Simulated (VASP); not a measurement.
# BP (lda) (F-43m) in VASP: notebook

The runs below take BP (lda) through single point, relaxation of cell and atoms, with LDA.

Program: VASP 6.6.1. These are calculated values, not measurements. Logs are shortened: lines on timing, memory, paths and dates and some standing lists are left out, and cuts for length are marked.

## Step 1: The cell of the first run

Symmetry: F-43m, No. 216, cubic system. The conventional cell has a = 4.491 Å, b = 4.491 Å, c = 4.491 Å, α = 90.00°, β = 90.00°, γ = 90.00°. Within 2.6 Å of B (site symmetry -43m) lie 4 P at 1.94 Å. P (site symmetry -43m) has 4 B at 1.94 Å within 2.6 Å.

## Step 2: Single point, LDA

Input file INCAR:

```
SYSTEM = BP
PREC = Accurate ; ENCUT = 500
EDIFF = 1E-6 ; ISMEAR = 0
SIGMA = 0.02 ; LREAL = .FALSE.
LASPH = .TRUE. ; NELM = 120
ALGO = Normal ; ISIF = 2
LWAVE = .FALSE. ; LCHARG = .FALSE.
GGA = CA ; NBANDS = 11
GGA_COMPAT = .FALSE.
```

Input file KPOINTS:

```
Automatic mesh
0
G
  10 10 10
  0 0 0
```

Input file POSCAR:

```
BP
1.0
    0.0000000000      2.2453028951      2.2453028951
    2.2453028951      0.0000000000      2.2453028951
    2.2453028951      2.2453028951      0.0000000000
B P
1 1
Direct
    0.0000000000      0.0000000000      0.0000000000
    0.7500000000      0.7500000000      0.7500000000
```

Potentials or basis: VASP PAW LDA potentials, release 64 (B, P).

Run with:

```sh
$ cat potpaw_LDA.64/B/POTCAR potpaw_LDA.64/P/POTCAR > POTCAR
$ mpirun -np 1 vasp_std > vasp.out
```

OUTCAR:

```text
SYSTEM = BP
   PREC = Accurate
   ENCUT = 500
   EDIFF = 1E-6
   ISMEAR = 0
   LREAL = .FALSE.
   LASPH = .TRUE.
   NELM = 120
   ISIF = 2
   GGA = CA

 ion  position               nearest neighbor table
   1  0.000  0.000  0.000-   2 1.94   2 1.94   2 1.94   2 1.94
   2  0.750  0.750  0.750-   1 1.94   1 1.94   1 1.94   1 1.94

  LATTYP: Found a face centered cubic cell.
 ALAT       =     4.4906057902

  Lattice vectors:

 A1 = (   0.0000000000,   2.2453028951,   2.2453028951)
 A2 = (   2.2453028951,   0.0000000000,   2.2453028951)
 A3 = (   2.2453028951,   2.2453028951,   0.0000000000)

Analysis of symmetry for initial positions (statically):
=====================================================================
 Subroutine PRICEL returns:
 Original cell was already a primitive cell.

 Routine SETGRP: Setting up the symmetry group for a
 face centered cubic supercell.

 Subroutine GETGRP returns: Found 24 space group operations
 (whereof 24 operations were pure point group operations)
 out of a pool of 48 trial point group operations.

The static configuration has the point symmetry T_d .

Analysis of symmetry for dynamics (positions and initial velocities):
=====================================================================
 Subroutine PRICEL returns:
 Original cell was already a primitive cell.

 Routine SETGRP: Setting up the symmetry group for a
 face centered cubic supercell.

 Subroutine GETGRP returns: Found 24 space group operations
 (whereof 24 operations were pure point group operations)
 out of a pool of 48 trial point group operations.

The dynamic configuration has the point symmetry T_d .

 Subroutine INISYM returns: Found 24 space group operations
 (whereof 24 operations are pure point group operations),
 and found     1 'primitive' translations

----------------------------------------------------------------------------------------

                                     Primitive cell

  volume of cell :      22.6389

  direct lattice vectors                    reciprocal lattice vectors
     0.000000000  2.245302895  2.245302895    -0.222687104  0.222687104  0.222687104
     2.245302895  0.000000000  2.245302895     0.222687104 -0.222687104  0.222687104
     2.245302895  2.245302895  0.000000000     0.222687104  0.222687104 -0.222687104

  length of vectors
     3.175337806  3.175337806  3.175337806     0.385705379  0.385705379  0.385705379

  position of ions in fractional coordinates (direct lattice)
     0.000000000  0.000000000  0.000000000
     0.750000000  0.750000000  0.750000000

  ion indices of the primitive-cell ions
   primitive index   ion index
                 1           1
                 2           2

----------------------------------------------------------------------------------------

 KPOINTS: Automatic mesh

Automatic generation of k-mesh.
 Grid dimensions read from file:
 generate k-points for:   10   10   10

 Generating k-lattice:

  Cartesian coordinates                     Fractional coordinates (reciprocal lattice)
    -0.022268710  0.022268710  0.022268710     0.100000000  0.000000000  0.000000000
     0.022268710 -0.022268710  0.022268710     0.000000000  0.100000000  0.000000000
     0.022268710  0.022268710 -0.022268710     0.000000000  0.000000000  0.100000000

  Length of vectors
     0.038570538  0.038570538  0.038570538

  Shift w.r.t. Gamma in fractional coordinates (k-lattice)
     0.000000000  0.000000000  0.000000000

 Subroutine IBZKPT returns following result:
 ===========================================

 Found     47 irreducible k-points:

 Following reciprocal coordinates:
            Coordinates               Weight
  0.000000  0.000000  0.000000      1.000000
  0.100000  0.000000  0.000000      8.000000
  0.200000  0.000000  0.000000      8.000000
  0.300000  0.000000  0.000000      8.000000
  0.400000  0.000000  0.000000      8.000000
  0.500000  0.000000  0.000000      4.000000
[... 16 lines left out ...]
  0.300000  0.300000  0.000000      6.000000
  0.400000  0.300000  0.000000     24.000000
 [... further k-points ...]
   k-points           NKPTS =     47   k-points in BZ     NKDIM =     47   number of bands    NBANDS=     11
   number of dos      NEDOS =    301   number of ions     NIONS =      2
   total plane-waves  NPLWV =  13824
   dimension x,y,z NGX =    24 NGY =   24 NGZ =   24
   dimension x,y,z NGXF=    48 NGYF=   48 NGZF=   48
   ions per type =               1   1
   NGX,Y,Z   is equivalent  to a cutoff of  12.57, 12.57, 12.57 a.u.
   NGXF,Y,Z  is equivalent  to a cutoff of  25.13, 25.13, 25.13 a.u.
 SYSTEM =  BP
   PREC   = accura    normal or accurate (medium, high low for compatibility)
   ISTART =      0    job   : 0-new  1-cont  2-samecut
   ICHARG =      2    charge: 1-file 2-atom 10-const
   ISPIN  =      1    spin polarized calculation?
   LNONCOLLINEAR =      F non collinear calculations
   LSORBIT =      F    spin-orbit coupling
   LASPH  =      T    aspherical Exc in radial PAW
   ENCUT  =  500.0 eV  36.75 Ry    6.06 a.u.   5.79  5.79  5.79*2*pi/ulx,y,z
   NELM   =    120;   NELMIN=  2; NELMDL= -5     # of ELM steps
   EDIFF  = 0.1E-05   stopping-criterion for ELM
   LREAL  =      F    real-space projection
   EDIFFG = 0.1E-04   stopping-criterion for IOM
   NSW    =      0    number of steps for IOM
   IBRION =     -1    ionic relax: 0-MD 1-quasi-New 2-CG
   NFREE  =      0    steps in history (QN), initial steepest desc. (CG)
   ISIF   =      2    stress and relaxation
   ISYM   =      2    0-nonsym 1-usesym 2-fastsym
   POTIM  = 0.5000    time-step for ionic-motion
   TEBEG  =    0.0;   TEEND  =   0.0 temperature during run
   PSTRESS=    0.0 pullay stress
   NELECT =       8.0000    total number of electrons
   NUPDOWN=      -1.0000    fix difference up-down
   EMIN   =  10.00;   EMAX   =-10.00  energy-range for DOS
   EFERMI =   0.00;   METHOD = LEGACY
   ISMEAR =     0;   SIGMA  =   0.02  broadening in eV -4-tet -1-fermi 0-gaus
   EFERMI_NEDOS =   21; number of points for ismear=-14 and -15
   IALGO  =     38    algorithm
   IMIX   =      4    mixing-type and parameters
     AMIX     =   0.40;   BMIX     =  1.00
     AMIX_MAG =   1.60;   BMIX_MAG =  1.00
  volume/ion in A,a.u.               =      11.32        76.39
  Fermi-wavevector in a.u.,A,eV,Ry     =   1.157408  2.187184 18.226280  1.339594
  Thomas-Fermi vector in A             =   2.294020
   LORBIT       =      0    0 simple, 1 ext, 2 COOP (PROOUT), +10 PAW based schemes
   GGA     = CA    functional components
   LHFCALC =     F    Hartree Fock is set to
   AEXX    =    0.0000 exact exchange contribution
   IVDW    =     0    specifies the selected vdW correction
   LEPSILON=     F    determine dielectric tensor
   LRPA    =     F    only Hartree local field effects (RPA)
 non-spin polarized calculation
 Gauss-broadening in eV      SIGMA  =   0.02
  energy-cutoff  :      500.00
  volume of cell :       22.64
 maximum number of plane-waves:       589
   NGX = 11   NGY = 11   NGZ = 11

 number of electron       8.0000001 magnetization

 Free energy of the ion-electron system (eV)
  ---------------------------------------------------
  ext. energy  EPLUGINS =         0.00000000
  ---------------------------------------------------
  free energy    TOTEN  =       -14.39907668 eV

  energy without entropy =      -14.39907668  energy(sigma->0) =      -14.39907668

 E-fermi :   7.8962     XC(G=0): -11.2184

 val. band max:        7.7859449491   @ k =   0.0000   0.0000   0.0000
 cond. band min:       8.9367250584   @ k =   0.4000   0.4000   0.0000
 fundamental gap:      1.1507801092
 Fermi energy:         7.8962482947

 k-point     1 :       0.0000    0.0000    0.0000
  band No.  band energies     occupation
      1      -7.8846      2.00000
      2       7.7859      2.00000
      3       7.7859      2.00000
      4       7.7859      2.00000
      5      11.2147      0.00000
      6      11.2147      0.00000
      7      11.2147      0.00000
      8      15.6393      0.00000
      9      19.2669      0.00000
     10      20.0608      0.00000
     11      20.0608      0.00000

 k-point     2 :       0.1000    0.0000    0.0000
  band No.  band energies     occupation
      1      -7.6999      2.00000
      2       6.4719      2.00000
      3       7.4843      2.00000
      4       7.4843      2.00000
      5      11.6320      0.00000
      6      11.6320      0.00000
      7      11.6726      0.00000
      8      16.1121      0.00000
      9      19.3222      0.00000
     10      19.3222      0.00000
     11      19.8471      0.00000

 k-point     3 :       0.2000    0.0000    0.0000
  band No.  band energies     occupation
      1      -7.1525      2.00000
      2       4.0948      2.00000
      3       6.9150      2.00000
      4       6.9150      2.00000
      5      11.9297      0.00000
      6      12.3588      0.00000
      7      12.3588      0.00000
      8      17.1262      0.00000
      9      18.6865      0.00000
     10      18.6865      0.00000
     11      20.7433      0.00000

 k-point     4 :       0.3000    0.0000    0.0000
  band No.  band energies     occupation
      1      -6.2705      2.00000
      2       1.6878      2.00000
      3       6.4190      2.00000
      4       6.4190      2.00000
      5      11.8835      0.00000
      6      12.6688      0.00000
      7      12.6688      0.00000
      8      17.8220      0.00000
      9      19.2838      0.00000
     10      19.2838      0.00000
     11      21.0947      0.00000
[... 239 lines left out ...]
 k-point    22 :      -0.2000    0.2000    0.0000
  band No.  band energies     occupation
      1      -5.9717      2.00000
      2       2.5055      2.00000
      3       3.4969      2.00000
      4       6.5238      2.00000
      5      12.2949      0.00000
      6      13.1551      0.00000
      7      14.2609      0.00000
      8      16.2587      0.00000
      9      17.2943      0.00000
     10      21.4771      0.00000
     11      23.8463      0.00000

 k-point    23 :       0.3000    0.3000    0.0000
  band No.  band energies     occupation
      1      -5.7161      2.00000
      2       2.9900      2.00000
      3       4.4815      2.00000
      4       4.4815      2.00000
      5       9.2406      0.00000
      6      11.6015      0.00000
      7      16.7800      0.00000
      8      16.7800      0.00000
      9      21.1572      0.00000
     10      22.3613      0.00000
     11      24.4610      0.00000

 k-point    24 :       0.4000    0.3000    0.0000
  band No.  band energies     occupation
      1      -4.8671      2.00000
      2       1.6309      2.00000
      3       3.6244      2.00000
      4       4.1809      2.00000
      5       9.5254      0.00000
      6      11.3211      0.00000
      7      17.4009      0.00000
      8      17.4260      0.00000
      9      21.9877      0.00000
     10      23.2488      0.00000
     11      25.0884      0.00000

 [... further k-points ...]

------------------------ aborting loop because EDIFF is reached ----------------------------------------

  FORCE on cell =-STRESS in cart. coord.  units (eV):
  Direction    XX          YY          ZZ          XY          YZ          ZX
  --------------------------------------------------------------------------------------
  -------------------------------------------------------------------------------------
  Total       -0.0173267     -0.0173267     -0.0173267      0.0000000      0.0000000      0.0000000
  in kB       -1.2262302     -1.2262302     -1.2262302      0.0000000      0.0000000      0.0000000
  external PRESSURE =      -1.2262302 kB  Pullay stress =       0.0000000 kB

 VOLUME and BASIS-vectors are now :
 -----------------------------------------------------------------------------
  energy-cutoff  :      500.00
  volume of cell :       22.64
      direct lattice vectors                 reciprocal lattice vectors
     0.000000000  2.245302895  2.245302895    -0.222687104  0.222687104  0.222687104
     2.245302895  0.000000000  2.245302895     0.222687104 -0.222687104  0.222687104
     2.245302895  2.245302895  0.000000000     0.222687104  0.222687104 -0.222687104

 POSITION                                       TOTAL-FORCE (eV/Angst)
 -----------------------------------------------------------------------------------
      0.00000      0.00000      0.00000         0.000000      0.000000      0.000000
      3.36795      3.36795      3.36795        -0.000000     -0.000000     -0.000000
 -----------------------------------------------------------------------------------
    total drift:                               -0.000000     -0.000000     -0.000000

  FREE ENERGIE OF THE ION-ELECTRON SYSTEM (eV)
  ---------------------------------------------------
  free  energy   TOTEN  =       -14.3990766810 eV

  energy  without entropy=      -14.3990766810  energy(sigma->0) =      -14.39907668
```

Wall time 4.9 s (1 thread of Intel Xeon 6975P-C (Granite Rapids), shared host); peak memory 0.12 GiB.

Results:

```
Free energy            : -14.3991 eV
Pressure               : -0.1 GPa
Band gap on the k mesh : 1.15 eV, indirect (least direct gap 3.43 eV)
```

Levels at points of the mesh, in eV from the valence-band top:
```
           k point  band 1  band 2  band 3  band 4  band 5  band 6  band 7  band 8
(0.00, 0.00, 0.00)  -15.67    0.00    0.00    0.00    3.43    3.43    3.43    7.85
(0.50, 0.00, 0.00)  -12.22   -9.24   -1.79   -1.79    3.97    4.70    4.70   10.03
(0.50, 0.50, 0.00)  -10.67   -8.65   -4.22   -4.22    1.24    1.53   12.29   12.29
```

A k mesh can miss the band edges. As with any semilocal functional, this LDA gap is likely too small.

## Step 3: Relaxation of cell and atoms, LDA

This run uses another cell than the first one, of 11.64 Å³/atom, 1.028 times its volume.

Input file INCAR:

```
SYSTEM = BP
ALGO = Normal ; EDIFF = 1E-7
EDIFFG = -0.002 ; ENCUT = 500
GGA_COMPAT = .FALSE. ; IBRION = 2
ISIF = 3 ; ISMEAR = 0
LASPH = .TRUE. ; LCHARG = .FALSE.
LREAL = .FALSE. ; LWAVE = .FALSE.
NELM = 120 ; NELMIN = 4
NSW = 100 ; PREC = Accurate
SIGMA = 0.02
```

Input file KPOINTS:

```
k-points
0
G
  10 10 10
  0 0 0
```

Input file POSCAR:

```
BP
1.0
    0.0000000000      2.2660723800      2.2660723800
    2.2660723800      0.0000000000      2.2660723800
    2.2660723800      2.2660723800      0.0000000000
B P
1 1
Direct
    0.0000000000      0.0000000000      0.0000000000
    0.7500000000      0.7500000000      0.7500000000
```

Potentials or basis: VASP PAW LDA potentials, release 64 (B, P).

Run with:

```sh
$ cat potpaw_LDA.64/B/POTCAR potpaw_LDA.64/P/POTCAR > POTCAR
$ mpirun -np 1 vasp_std > vasp.out
```

Wall time 8.4 s (1 thread of Intel Xeon 6975P-C (Granite Rapids), shared host); peak memory 0.12 GiB.

Results (log left out):

```yaml
Free_energy: -14.3994 eV
Relaxed_volume: 11.31 Å³/atom
Relaxed_cell: a = 3.175 Å, b = 3.175 Å, c = 3.175 Å, α = 60.00°, β = 60.00°, γ = 60.00°
Space_group_after_relaxing_to_0.05_Å: F-43m (No. 216)
Energy_gained_by_relaxing: 4.9 meV/atom
Ionic_steps: 3
Pressure_after_relaxing: 0.0 GPa
Band_gap_on_the_k_mesh: 1.15 eV, indirect (least direct gap 3.43 eV)
```

The path:
```csv
step,energy change (eV),largest force (eV/Å),pressure (GPa),volume (Å³)
1,0.0000,0.0000,-4.71,23.27
2,-0.0039,0.0000,3.94,22.14
3,-0.0098,0.0000,-0.01,22.62
```

Final structure:
```
B P
1.0
     0.00000    2.24483    2.24483
     2.24483    0.00000    2.24483
     2.24483    2.24483    0.00000
B P
1 1
Direct
  0.00000 0.00000 0.00000
  0.75000 0.75000 0.75000
```

Levels at points of the mesh, in eV from the valence-band top:
| k point | band 1 | band 2 | band 3 | band 4 | band 5 | band 6 | band 7 | band 8 |
| --- | --- | --- | --- | --- | --- | --- | --- | --- |
| (0.00, 0.00, 0.00) | -15.68 | 0.00 | 0.00 | 0.00 | 3.43 | 3.43 | 3.43 | 7.86 |
| (0.50, 0.00, 0.00) | -12.22 | -9.24 | -1.79 | -1.79 | 3.98 | 4.70 | 4.70 | 10.04 |
| (0.50, 0.50, 0.00) | -10.68 | -8.65 | -4.22 | -4.22 | 1.24 | 1.53 | 12.30 | 12.30 |
